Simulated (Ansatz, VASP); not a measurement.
**NaH: VASP beside Ansatz**

File POSCAR:

```
NaH
1.0
   -0.3595547457      2.3970316378      2.3970316378
    2.3970316378     -0.3595547457      2.3970316378
    2.0374768921      2.0374768921      0.0000000000
Na H
1 1
Direct
    0.0000000000      0.0000000000      0.0000000000
    0.5000000000      0.5000000000      0.5000000000
```

Contents of INCAR.step1:

```
PREC = Accurate
ENCUT = 520
ISMEAR = -1
SIGMA = 0.2
LREAL = F
LASPH = T
NELM = 60
NBANDS = 11
GGA = PE
ALGO = Normal
EDIFF = 1E-4
LWAVE = T
LCHARG = F
```

File INCAR.step2:

```
PREC = Accurate
ENCUT = 520
EDIFF = 1E-6
ISMEAR = -1
SIGMA = 0.2
LREAL = F
LASPH = T
NELM = 60
ALGO = Normal
ISIF = 2
LWAVE = F
LCHARG = F
METAGGA = R2SCAN
LMIXTAU = T
NBANDS = 11
ISTART = 1
```

Contents of KPOINTS:

```
Automatic mesh
0
Gamma
  8 8 8
```

Input for Ansatz:

```yaml
crystal:
  lattice:
    - [-0.3595547457, 2.3970316378, 2.3970316378]
    - [2.3970316378, -0.3595547457, 2.3970316378]
    - [2.0374768921, 2.0374768921, 0.0]
  atoms:
    - { symbol: Na, position: [0.0, 0.0, 0.0] }
    - { symbol: H, position: [0.5, 0.5, 0.5] }
basis:
  ecutwfc: 520.0
kpoints:
  mp_grid: { grid: [8, 8, 8] }
hamiltonian:
  xc: r2scan
scf:
  occupations: { method: fermi_dirac, width: 0.2 }
output:
  forces: true
  stress: true
  eigenvalues: true
```

Change from the starting cell: engineering shear strain xy -0.3000, normal strain along z +0.0000.

Alike in both runs: task single point; functional r2SCAN; k mesh 8 × 8 × 8; occupations fermi-dirac, width 0.2 eV; no spin polarisation.

|  | VASP | Ansatz |
| --- | --- | --- |
| version | VASP 6.6.1 | Ansatz 0.2.0 |
| potentials or method | VASP PAW PBE potentials, release 64 (Na_pv, H), cutoff 520 eV | scalar-relativistic, plane waves, PAW |
| valence electrons in the cell | 8 | 10 |

|  | VASP | Ansatz | Ansatz less VASP |
| --- | --- | --- | --- |
| gap on the k mesh at the Fermi level (eV) | 3.15 | 3.13 | -0.014 |
| least direct gap on the mesh (eV) | 5.00 | 5.01 | +0.002 |
| pressure (GPa) | 0.1 | 0.4 | +0.23 |
| traceless stress, the component that is largest in VASP (GPa) | 7.99 | 7.96 | -0.026 |

VASP's potentials were made for PBE, not for r2SCAN. VASP's potentials hold 8 valence electrons a cell and Ansatz's 10, so a difference there can come from the potentials and not from the codes.
